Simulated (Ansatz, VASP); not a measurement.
**One calculation of Na2S, two programs**

```
Na S
1.0
     0.00000    3.31985    3.31985
     3.31985    0.00000    3.31985
     3.31985    3.31985    0.00000
Na S
2 1
Direct
  0.25000 0.25000 0.25000
  0.75000 0.75000 0.75000
  0.00000 0.00000 0.00000
```

Alike in both runs: functional r2SCAN; k mesh 8 × 8 × 8; occupations fermi-dirac, width 0.02 eV; no spin polarisation.

Ansatz relaxed the structure, and its values are those at the end. VASP's run is a single point on that final structure, the one shown.

```csv
,VASP,Ansatz
version,VASP 6.6.1,Ansatz 0.2.0
potentials or method,"VASP PAW PBE potentials, release 64 (Na_pv, S), cutoff 550 eV",PAW plane waves
valence electrons in the cell,20,24
```

```csv
,VASP,Ansatz,Ansatz less VASP
gap on the k mesh at the Fermi level (eV),2.91,2.89,-0.021
pressure (GPa),-1.8,-1.6,+0.18
```

VASP's potentials were made for PBE, not for r2SCAN. VASP's potentials hold 20 valence electrons a cell and Ansatz's 24, so a difference there can come from the potentials and not from the codes. Ansatz's warnings: stress scf threshold loose.
